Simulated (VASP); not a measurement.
Wanted: the native input for a VASP 6.6.1 run.

```
Task                   : single point
Functional             : PBE
Potentials or basis    : VASP PAW PBE potentials, release 64 (Ge_d)
Cutoff                 : 520 eV
k mesh                 : 10 × 10 × 10
Occupations            : fermi-dirac, width 0.05 eV
Spin                   : non-collinear spin, zero start, spin-orbit coupling
Starting moments       : [[0.0, 0.0, 0.0], [0.0, 0.0, 0.0]] μB
Dipole correction      : no
Further INCAR settings : ALGO = Normal; EDIFF = 1e-07; NBANDS = 40
```

The structure of Ge lies in POSCAR:

```
Ge
1.0
    0.0000000000      2.8287700000      2.8287700000
    2.8287700000      0.0000000000      2.8287700000
    2.8287700000      2.8287700000      0.0000000000
Ge
2
Direct
    0.5000000000      0.5000000000      0.5000000000
    0.7500000000      0.7500000000      0.7500000000
```

The input as run:

INCAR

```
PREC = Accurate ; ENCUT = 520
EDIFF = 1E-7 ; ISMEAR = -1
SIGMA = 0.05 ; LREAL = F
LASPH = T ; NELM = 150
ALGO = Normal ; ISIF = 2
LWAVE = F ; LCHARG = F
LNONCOLLINEAR = T ; MAGMOM = 0 0 0 0 0 0
LORBIT = 11 ; LSORBIT = T
GGA_COMPAT = F ; LORBMOM = T
GGA = PE ; NBANDS = 40
```

KPOINTS

```
Automatic mesh
0
Gamma
  10 10 10
```

Potentials or basis: VASP PAW PBE potentials, release 64 (Ge_d).

The run is started by

```bash
$ cat potpaw_PBE.64/Ge_d/POTCAR > POTCAR
$ mpirun -np 1 vasp_ncl > vasp.out
```

It gave:

The pressure is 3.6 GPa, the net moment is 0.00 μB per cell and the valence electrons inside the program's atomic spheres are Ge 12.42.

Caveat: the cell stands under pressure.

Wall time 86 s on 1 thread of Intel(R) Xeon(R) 6975P-C (Granite Rapids), with other jobs on the host, peak memory 0.32 GiB.
